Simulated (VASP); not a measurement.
# ZrO2 (Cubic zirconia) (Fm-3m) in VASP: single point with PBE

Aim: the single point of ZrO2 (Cubic zirconia) with PBE.

Program: VASP 6.6.1. These are calculated values, not measurements. Logs are shortened: lines on timing, memory, paths and dates and some standing lists are left out, and cuts for length are marked.

## 1. The cell of the first run

It takes space group Fm-3m (No. 225, cubic). The conventional cell has a = 5.089 Å, b = 5.089 Å, c = 5.089 Å, α = 90.00°, β = 90.00°, γ = 90.00°. Within 2.9 Å of Zr (site symmetry m-3m) lie 8 O at 2.20 Å. O (site symmetry -43m) has 4 Zr at 2.20 Å and 6 O at 2.54 Å within 2.9 Å.

## 2. Single point, PBE

Input file INCAR:

```
PREC = Accurate
ENCUT = 600
EDIFF = 1E-6
ISMEAR = 0
SIGMA = 0.01
LREAL = F
LASPH = T
NELM = 120
ALGO = Normal
ISIF = 2
LWAVE = F
LCHARG = T
GGA = PE
LELF = T
LVHAR = T
NBANDS = 19
GGA_COMPAT = F
```

Input file KPOINTS:

```
Automatic mesh
0
Gamma
  6 6 6
```

Input file POSCAR:

```
ZrO2
1.0
    0.0000000000      2.5447136188      2.5447136188
    2.5447136188      0.0000000000      2.5447136188
    2.5447136188      2.5447136188      0.0000000000
Zr O
1 2
Direct
    0.0000000000      0.0000000000      0.0000000000
    0.2500000000      0.2500000000      0.2500000000
    0.7500000000      0.7500000000      0.7500000000
```

Potentials or basis: VASP PAW PBE potentials, release 64 (Zr_sv, O).

Launch:

```console
> cat potpaw_PBE.64/Zr_sv/POTCAR potpaw_PBE.64/O/POTCAR > POTCAR
> mpirun -np 1 vasp_std > vasp.out
```

OUTCAR:

```text
PREC = Accurate
   ENCUT = 600
   EDIFF = 1E-6
   ISMEAR = 0
   LREAL = F
   LASPH = T
   NELM = 120
   ISIF = 2
   GGA = PE

 ion  position               nearest neighbor table
   1  0.000  0.000  0.000-   3 2.20   3 2.20   3 2.20   2 2.20   3 2.20   2 2.20   2 2.20   2 2.20

   2  0.250  0.250  0.250-   1 2.20   1 2.20   1 2.20   1 2.20
   3  0.750  0.750  0.750-   1 2.20   1 2.20   1 2.20   1 2.20

  LATTYP: Found a face centered cubic cell.
 ALAT       =     5.0894272376

  Lattice vectors:

 A1 = (   0.0000000000,   2.5447136188,   2.5447136188)
 A2 = (   2.5447136188,   0.0000000000,   2.5447136188)
 A3 = (   2.5447136188,   2.5447136188,   0.0000000000)

Analysis of symmetry for initial positions (statically):
=====================================================================
 Subroutine PRICEL returns:
 Original cell was already a primitive cell.

 Routine SETGRP: Setting up the symmetry group for a
 face centered cubic supercell.

 Subroutine GETGRP returns: Found 48 space group operations
 (whereof 48 operations were pure point group operations)
 out of a pool of 48 trial point group operations.

The static configuration has the point symmetry O_h .

Analysis of symmetry for dynamics (positions and initial velocities):
=====================================================================
 Subroutine PRICEL returns:
 Original cell was already a primitive cell.

 Routine SETGRP: Setting up the symmetry group for a
 face centered cubic supercell.

 Subroutine GETGRP returns: Found 48 space group operations
 (whereof 48 operations were pure point group operations)
 out of a pool of 48 trial point group operations.

The dynamic configuration has the point symmetry O_h .

 Subroutine INISYM returns: Found 48 space group operations
 (whereof 48 operations are pure point group operations),
 and found     1 'primitive' translations

----------------------------------------------------------------------------------------

                                     Primitive cell

  volume of cell :      32.9569

  direct lattice vectors                    reciprocal lattice vectors
     0.000000000  2.544713619  2.544713619    -0.196485764  0.196485764  0.196485764
     2.544713619  0.000000000  2.544713619     0.196485764 -0.196485764  0.196485764
     2.544713619  2.544713619  0.000000000     0.196485764  0.196485764 -0.196485764

  length of vectors
     3.598768512  3.598768512  3.598768512     0.340323327  0.340323327  0.340323327
[... 66 lines left out ...]
   ISTART =      0    job   : 0-new  1-cont  2-samecut
   ICHARG =      2    charge: 1-file 2-atom 10-const
   ISPIN  =      1    spin polarized calculation?
   LNONCOLLINEAR =      F non collinear calculations
   LSORBIT =      F    spin-orbit coupling
   LASPH  =      T    aspherical Exc in radial PAW
   ENCUT  =  600.0 eV  44.10 Ry    6.64 a.u.   7.19  7.19  7.19*2*pi/ulx,y,z
   NELM   =    120;   NELMIN=  2; NELMDL= -5     # of ELM steps
   EDIFF  = 0.1E-05   stopping-criterion for ELM
   LREAL  =      F    real-space projection
[... 7 lines left out ...]
   TEBEG  =    0.0;   TEEND  =   0.0 temperature during run
   PSTRESS=    0.0 pullay stress
   NELECT =      24.0000    total number of electrons
   NUPDOWN=      -1.0000    fix difference up-down
   EMIN   =  10.00;   EMAX   =-10.00  energy-range for DOS
   EFERMI =   0.00;   METHOD = LEGACY
   ISMEAR =     0;   SIGMA  =   0.01  broadening in eV -4-tet -1-fermi 0-gaus
   EFERMI_NEDOS =   21; number of points for ismear=-14 and -15
   IALGO  =     38    algorithm
   IMIX   =      4    mixing-type and parameters
     AMIX     =   0.40;   BMIX     =  1.00
     AMIX_MAG =   1.60;   BMIX_MAG =  1.00
  volume/ion in A,a.u.               =      10.99        74.13
  Fermi-wavevector in a.u.,A,eV,Ry     =   1.472865  2.783312 29.515552  2.169332
  Thomas-Fermi vector in A             =   2.587828
   LORBIT       =      0    0 simple, 1 ext, 2 COOP (PROOUT), +10 PAW based schemes
   GGA     = PE    functional components
   LHFCALC =     F    Hartree Fock is set to
   AEXX    =    0.0000 exact exchange contribution
   IVDW    =     0    specifies the selected vdW correction
   LEPSILON=     F    determine dielectric tensor
   LRPA    =     F    only Hartree local field effects (RPA)
 non-spin polarized calculation
 Gauss-broadening in eV      SIGMA  =   0.01
  energy-cutoff  :      600.00
  volume of cell :       32.96
 maximum number of plane-waves:      1113
 NGX is ok and might be reduce to    30
   NGX = 15   NGY = 15   NGZ = 15

 number of electron      23.9999995 magnetization

 Free energy of the ion-electron system (eV)
  ---------------------------------------------------
  ext. energy  EPLUGINS =         0.00000000
  ---------------------------------------------------
  free energy    TOTEN  =       -28.56545462 eV

  energy without entropy =      -28.56545462  energy(sigma->0) =      -28.56545462

 E-fermi :   7.4157     XC(G=0): -11.7843

 val. band max:        7.2253792413   @ k =   0.5000   0.5000   0.0000
 cond. band min:      10.5803854820   @ k =   0.0000   0.0000   0.0000
 fundamental gap:      3.3550062406
 Fermi energy:         7.4157048509

 k-point     1 :       0.0000    0.0000    0.0000
  band No.  band energies     occupation
      1     -40.8607      2.00000
      2     -18.6811      2.00000
      3     -18.6811      2.00000
      4     -18.6811      2.00000
      5     -10.9720      2.00000
      6      -8.4139      2.00000
[... 329 lines left out ...]
      6      -9.0356      2.00000
[... 11 lines left out ...]
     18      19.8054      0.00000
     19      22.0674      0.00000

------------------------ aborting loop because EDIFF is reached ----------------------------------------

  FORCE on cell =-STRESS in cart. coord.  units (eV):
  Direction    XX          YY          ZZ          XY          YZ          ZX
  --------------------------------------------------------------------------------------
  -------------------------------------------------------------------------------------
  Total        0.7981514      0.7981514      0.7981514      0.0000000      0.0000000      0.0000000
  in kB       38.8015554     38.8015554     38.8015554      0.0000000      0.0000000      0.0000000
  external PRESSURE =      38.8015554 kB  Pullay stress =       0.0000000 kB

 VOLUME and BASIS-vectors are now :
 -----------------------------------------------------------------------------
  energy-cutoff  :      600.00
  volume of cell :       32.96
      direct lattice vectors                 reciprocal lattice vectors
     0.000000000  2.544713619  2.544713619    -0.196485764  0.196485764  0.196485764
     2.544713619  0.000000000  2.544713619     0.196485764 -0.196485764  0.196485764
     2.544713619  2.544713619  0.000000000     0.196485764  0.196485764 -0.196485764

 POSITION                                       TOTAL-FORCE (eV/Angst)
 -----------------------------------------------------------------------------------
      0.00000      0.00000      0.00000         0.000000     -0.000000      0.000000
      1.27236      1.27236      1.27236        -0.000000      0.000000      0.000000
      3.81707      3.81707      3.81707         0.000000     -0.000000     -0.000000
 -----------------------------------------------------------------------------------
    total drift:                                0.000000     -0.000000      0.000000

  FREE ENERGIE OF THE ION-ELECTRON SYSTEM (eV)
  ---------------------------------------------------
  free  energy   TOTEN  =       -28.5654546236 eV

  energy  without entropy=      -28.5654546236  energy(sigma->0) =      -28.56545462
```

OSZICAR:

```text
N       E                     dE             d eps       ncg     rms          rms(c)
DAV:   1     0.194268185548E+03    0.19427E+03   -0.15521E+04   608   0.145E+03
DAV:   2    -0.248284129923E+02   -0.21910E+03   -0.21454E+03   762   0.358E+02
DAV:   3    -0.345569512677E+02   -0.97285E+01   -0.96663E+01   803   0.725E+01
DAV:   4    -0.348992640125E+02   -0.34231E+00   -0.34175E+00   859   0.103E+01
DAV:   5    -0.349039263205E+02   -0.46623E-02   -0.46622E-02   736   0.113E+00    0.242E+01
DAV:   6    -0.286537704577E+02    0.62502E+01   -0.23257E+01   643   0.396E+01    0.840E+00
DAV:   7    -0.285966471436E+02    0.57123E-01   -0.10374E+00   739   0.776E+00    0.676E+00
DAV:   8    -0.285838439310E+02    0.12803E-01   -0.36418E-01   656   0.563E+00    0.286E+00
DAV:   9    -0.285643004671E+02    0.19543E-01   -0.58628E-02   655   0.214E+00    0.350E-01
DAV:  10    -0.285656553707E+02   -0.13549E-02   -0.62108E-03   687   0.750E-01    0.363E-01
DAV:  11    -0.285654257455E+02    0.22963E-03   -0.92594E-04   665   0.309E-01    0.379E-02
DAV:  12    -0.285654665332E+02   -0.40788E-04   -0.87836E-05   690   0.714E-02    0.662E-02
DAV:  13    -0.285654538242E+02    0.12709E-04   -0.44490E-05   740   0.542E-02    0.609E-03
DAV:  14    -0.285654550540E+02   -0.12298E-05   -0.40055E-06   680   0.201E-02    0.129E-02
DAV:  15    -0.285654546236E+02    0.43042E-06   -0.10127E-06   525   0.945E-03
   1 F= -.28565455E+02 E0= -.28565455E+02  d E =-.376673-161
```

stdout:

```text
POSCAR found type information on POSCAR ZrO
 POSCAR found :  2 types and       3 ions
 scaLAPACK will be used
 LDA part: xc-table for (Slater+PW92), standard interpolation
 POSCAR, INCAR and KPOINTS ok, starting setup
 FFT: planning ... GRIDC
 FFT: planning ... GRID_SOFT
 FFT: planning ... GRID
 WAVECAR not read
 entering main loop
```

Run time: 19 s. Hardware: 1 thread of Intel Xeon Platinum 8259CL at 2.50GHz (Skylake/Cascade Lake), shared host; peak memory 0.17 GiB.

What came out:

| Quantity | Value |
| --- | --- |
| Free energy | -28.5655 eV |
| Pressure | 3.9 GPa |
| Band gap on the k mesh | 3.35 eV, indirect (least direct gap 3.80 eV) |

A k mesh can miss the band edges. PBE gaps usually lie below the measured ones, often by a third to a half.
